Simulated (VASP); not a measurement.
# PbSe (P6_3/mmc) in VASP: notebook

The runs below take PbSe through single point, with PBE.

Program: VASP 6.6.1. These are calculated values, not measurements. Logs are shortened: lines on timing, memory, paths and dates and some standing lists are left out, and cuts for length are marked.

**1. The cell of the first run**

Symmetry: P6_3/mmc, No. 194, hexagonal system. The conventional cell has a = 5.100 Å, b = 5.100 Å, c = 6.133 Å, α = 90.00°, β = 90.00°, γ = 120.00°. Pb (site symmetry -6m2) has 5 Se at 2.94 to 3.07 Å within 3.9 Å. Within 3.9 Å of Se (site symmetry -6m2) lie 5 Pb at 2.94 to 3.07 Å.

**2. Single point, PBE (volume changed by -6%)**

Input file INCAR:

```
SYSTEM = PbSe
PREC = Accurate
ENCUT = 520
EDIFF = 1E-6
ISMEAR = 0
SIGMA = 0.01
LREAL = .False.
LASPH = .True.
NELM = 100
ALGO = Normal
ISIF = 2
LWAVE = .False.
LCHARG = .False.
GGA = PE
NBANDS = 28
```

Input file KPOINTS:

```
regular mesh
0
Gamma
  6 6 4
  0 0 0
```

Input file POSCAR:

```
PbSe
1.0
    5.1004135875      0.0000000000      0.0000000000
   -2.5502067937      4.4170877366      0.0000000000
    0.0000000000      0.0000000000      6.1332879893
Pb Se
2 2
Direct
    0.3333333333      0.6666666667      0.2500000000
    0.6666666667      0.3333333333      0.7500000000
    0.6666666667      0.3333333333      0.2500000000
    0.3333333333      0.6666666667      0.7500000000
```

Potentials or basis: VASP PAW PBE potentials, release 64 (Pb_d, Se).

On the command line:

```console
> cat potpaw_PBE.64/Pb_d/POTCAR potpaw_PBE.64/Se/POTCAR > POTCAR
> mpirun -np 1 vasp_std > vasp.out
```

OUTCAR:

```text
SYSTEM = PbSe
   PREC = Accurate
   ENCUT = 520
   EDIFF = 1E-6
   ISMEAR = 0
   LREAL = .False.
   LASPH = .True.
   NELM = 100
   ISIF = 2
   GGA = PE

 ion  position               nearest neighbor table
   1  0.333  0.667  0.250-   3 2.94   3 2.94   3 2.94   4 3.07   4 3.07
   2  0.667  0.333  0.750-   4 2.94   4 2.94   4 2.94   3 3.07   3 3.07
   3  0.667  0.333  0.250-   1 2.94   1 2.94   1 2.94   2 3.07   2 3.07
   4  0.333  0.667  0.750-   2 2.94   2 2.94   2 2.94   1 3.07   1 3.07

  LATTYP: Found a hexagonal cell.
 ALAT       =     5.1004135875
 C/A-ratio  =     1.2025079700

  Lattice vectors:

 A1 = (   5.1004135875,   0.0000000000,   0.0000000000)
 A2 = (  -2.5502067937,   4.4170877366,   0.0000000000)
 A3 = (   0.0000000000,   0.0000000000,   6.1332879893)

Analysis of symmetry for initial positions (statically):
=====================================================================
 Subroutine PRICEL returns:
 Original cell was already a primitive cell.

 Routine SETGRP: Setting up the symmetry group for a
 hexagonal supercell.

 Subroutine GETGRP returns: Found 24 space group operations
 (whereof 12 operations were pure point group operations)
 out of a pool of 24 trial point group operations.

The static configuration has the point symmetry D_3d.
 The point group associated with its full space group is D_6h.

Analysis of symmetry for dynamics (positions and initial velocities):
=====================================================================
 Subroutine PRICEL returns:
 Original cell was already a primitive cell.

 Routine SETGRP: Setting up the symmetry group for a
 hexagonal supercell.

 Subroutine GETGRP returns: Found 24 space group operations
 (whereof 12 operations were pure point group operations)
 out of a pool of 24 trial point group operations.

The dynamic configuration has the point symmetry D_3d.
 The point group associated with its full space group is D_6h.

 Subroutine INISYM returns: Found 24 space group operations
 (whereof 12 operations are pure point group operations),
 and found     1 'primitive' translations

----------------------------------------------------------------------------------------

                                     Primitive cell

  volume of cell :     138.1767

  direct lattice vectors                    reciprocal lattice vectors
     5.100413588  0.000000000  0.000000000     0.196062532  0.113196755  0.000000000
    -2.550206794  4.417087737  0.000000000     0.000000000  0.226393511  0.000000000
[... 86 lines left out ...]
   LREAL  =      F    real-space projection
   EDIFFG = 0.1E-04   stopping-criterion for IOM
   NSW    =      0    number of steps for IOM
   IBRION =     -1    ionic relax: 0-MD 1-quasi-New 2-CG
   NFREE  =      0    steps in history (QN), initial steepest desc. (CG)
   ISIF   =      2    stress and relaxation
   ISYM   =      2    0-nonsym 1-usesym 2-fastsym
   POTIM  = 0.5000    time-step for ionic-motion
   TEBEG  =    0.0;   TEEND  =   0.0 temperature during run
   PSTRESS=    0.0 pullay stress
   NELECT =      40.0000    total number of electrons
   NUPDOWN=      -1.0000    fix difference up-down
   EMIN   =  10.00;   EMAX   =-10.00  energy-range for DOS
   EFERMI =   0.00;   METHOD = LEGACY
   ISMEAR =     0;   SIGMA  =   0.01  broadening in eV -4-tet -1-fermi 0-gaus
   EFERMI_NEDOS =   21; number of points for ismear=-14 and -15
   IALGO  =     38    algorithm
   IMIX   =      4    mixing-type and parameters
     AMIX     =   0.40;   BMIX     =  1.00
     AMIX_MAG =   1.60;   BMIX_MAG =  1.00
  volume/ion in A,a.u.               =      34.54       233.12
  Fermi-wavevector in a.u.,A,eV,Ry     =   1.082970  2.046517 15.957250  1.172825
  Thomas-Fermi vector in A             =   2.219025
   LORBIT       =      0    0 simple, 1 ext, 2 COOP (PROOUT), +10 PAW based schemes
   GGA     = PE    functional components
   LHFCALC =     F    Hartree Fock is set to
   AEXX    =    0.0000 exact exchange contribution
   IVDW    =     0    specifies the selected vdW correction
   LEPSILON=     F    determine dielectric tensor
   LRPA    =     F    only Hartree local field effects (RPA)
 non-spin polarized calculation
 Gauss-broadening in eV      SIGMA  =   0.01
  energy-cutoff  :      520.00
  volume of cell :      138.18
 maximum number of plane-waves:      3754
 NGX is ok and might be reduce to    40
   NGX = 19   NGY = 19   NGZ = 23

 number of electron      40.0000006 magnetization

 Free energy of the ion-electron system (eV)
  ---------------------------------------------------
  ext. energy  EPLUGINS =         0.00000000
  ---------------------------------------------------
  free energy    TOTEN  =       -16.01196482 eV

  energy without entropy =      -16.01196482  energy(sigma->0) =      -16.01196482

 E-fermi :   3.6030     XC(G=0):  -8.3954

 val. band max:        3.5322518403   @ k =   0.3333   0.3333   0.5000
 cond. band min:       4.6288204883   @ k =   0.3333   0.3333   0.5000
 fundamental gap:      1.0965686480
 Fermi energy:         3.6030260936

 k-point     1 :       0.0000    0.0000    0.0000
  band No.  band energies     occupation
      1     -13.4064      2.00000
      2     -13.3082      2.00000
      3     -13.3082      2.00000
      4     -13.3074      2.00000
      5     -13.3074      2.00000
      6     -13.2999      2.00000
[... 640 lines left out ...]
     27       9.9459      0.00000
     28       9.9459      0.00000

------------------------ aborting loop because EDIFF is reached ----------------------------------------

  FORCE on cell =-STRESS in cart. coord.  units (eV):
  Direction    XX          YY          ZZ          XY          YZ          ZX
  --------------------------------------------------------------------------------------
  -------------------------------------------------------------------------------------
  Total        2.1817038      2.1817038      2.3085401      0.0000000     -0.0000000      0.0000000
  in kB       25.2971493     25.2971493     26.7678336      0.0000000     -0.0000000      0.0000000
  external PRESSURE =      25.7873774 kB  Pullay stress =       0.0000000 kB

 VOLUME and BASIS-vectors are now :
 -----------------------------------------------------------------------------
  energy-cutoff  :      520.00
  volume of cell :      138.18
      direct lattice vectors                 reciprocal lattice vectors
     5.100413588  0.000000000  0.000000000     0.196062532  0.113196755  0.000000000
    -2.550206794  4.417087737  0.000000000     0.000000000  0.226393511  0.000000000
     0.000000000  0.000000000  6.133287989     0.000000000  0.000000000  0.163044684

 POSITION                                       TOTAL-FORCE (eV/Angst)
 -----------------------------------------------------------------------------------
     -0.00000      2.94473      1.53332        -0.000000     -0.000000      0.000000
      2.55021      1.47236      4.59997         0.000000      0.000000      0.000000
      2.55021      1.47236      1.53332         0.000000     -0.000000      0.000000
     -0.00000      2.94473      4.59997        -0.000000     -0.000000      0.000000
 -----------------------------------------------------------------------------------
    total drift:                                0.000000     -0.000000      0.000000

  FREE ENERGIE OF THE ION-ELECTRON SYSTEM (eV)
  ---------------------------------------------------
  free  energy   TOTEN  =       -16.0119648201 eV

  energy  without entropy=      -16.0119648201  energy(sigma->0) =      -16.01196482
```

OSZICAR:

```text
N       E                     dE             d eps       ncg     rms          rms(c)
DAV:   1     0.404546192487E+03    0.40455E+03   -0.18303E+04  1176   0.142E+03
DAV:   2     0.301362340428E+02   -0.37441E+03   -0.36351E+03  1200   0.379E+02
DAV:   3    -0.146138201084E+02   -0.44750E+02   -0.43682E+02  1548   0.148E+02
DAV:   4    -0.166373295405E+02   -0.20235E+01   -0.20159E+01  1348   0.349E+01
DAV:   5    -0.167120546445E+02   -0.74725E-01   -0.74715E-01  1548   0.722E+00    0.420E+00
DAV:   6    -0.160135625570E+02    0.69849E+00   -0.15725E+00  1652   0.724E+00    0.228E+00
DAV:   7    -0.160032141370E+02    0.10348E-01   -0.37307E-01  1260   0.234E+00    0.134E+00
DAV:   8    -0.160148962030E+02   -0.11682E-01   -0.57543E-02  1428   0.205E+00    0.448E-01
DAV:   9    -0.160106800892E+02    0.42161E-02   -0.13574E-02  1644   0.104E+00    0.102E-01
DAV:  10    -0.160117089970E+02   -0.10289E-02   -0.22939E-03  1376   0.224E-01    0.393E-02
DAV:  11    -0.160119410280E+02   -0.23203E-03   -0.47851E-04  1268   0.131E-01    0.121E-02
DAV:  12    -0.160119567993E+02   -0.15771E-04   -0.36324E-05  1364   0.345E-02    0.542E-03
DAV:  13    -0.160119643182E+02   -0.75189E-05   -0.11218E-05  1068   0.156E-02    0.425E-03
DAV:  14    -0.160119648201E+02   -0.50190E-06   -0.12086E-06   992   0.104E-02
   1 F= -.16011965E+02 E0= -.16011965E+02  d E =-.276270E-25
```

Run time: 44 s. Hardware: 1 thread of Intel Xeon Platinum 8559C (Emerald Rapids), shared host; peak memory 0.28 GiB.

Results:

| Quantity | Value |
| --- | --- |
| Free energy | -16.0120 eV |
| Pressure | 2.6 GPa |
| Band gap on the k mesh | 1.10 eV, direct |

Caveat: spin-orbit coupling is left out, which moves the levels of the heavy elements. A k mesh can miss the band edges.

(Part 1 of 2 ends here.)
